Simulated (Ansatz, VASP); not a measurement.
## One calculation of Rb3Ti3I, two programs

```
Rb Ti I
1.0
     3.25478    1.87915    6.62227
    -3.25478    1.87915    6.62227
     0.00000   -3.75829    6.62227
Rb Ti I
3 3 1
Direct
  0.00000 0.00000 0.50000
  0.50000 0.00000 0.00000
  0.00000 0.50000 0.00000
  0.50000 0.50000 0.00000
  0.00000 0.50000 0.50000
  0.50000 0.00000 0.50000
  0.00000 0.00000 0.00000
```

Alike in both runs: functional PBE; k mesh 6 × 6 × 6; occupations gaussian, width 0.1 eV; collinear spin.

Ansatz relaxed the structure, and its values are those at the end. VASP's run is a single point on that final structure, the one shown.

```csv
,VASP,Ansatz
version,VASP 6.6.1,Ansatz 0.2.0
potentials or method,"VASP PAW PBE potentials, release 64 (Rb_sv, Ti_sv, I), cutoff 520 eV","scalar-relativistic, plane waves, PAW"
valence electrons in the cell,70,80
```

VASP gave:

```
gap on the k mesh at the Fermi level (eV)                     : none
pressure (GPa)                                                : 0.0
net moment per atom (μB)                                      : 1.12
size of the moment on the site where the two differ most (μB) : 1.65
```

What did Ansatz give for the same quantities?

gap on the k mesh at the Fermi level (eV): none; pressure (GPa): 0.0; net moment per atom (μB): 1.12; size of the moment on the site where the two differ most (μB): 1.89.

Site moments also hang on the region over which each program counts them. A gap of «none» marks a metal or a gap that the smearing closes. VASP's potentials hold 70 valence electrons a cell and Ansatz's 80, so a difference there can come from the potentials and not from the codes. Ansatz's warnings: given moment on shells.

Spin-orbit coupling is off throughout.
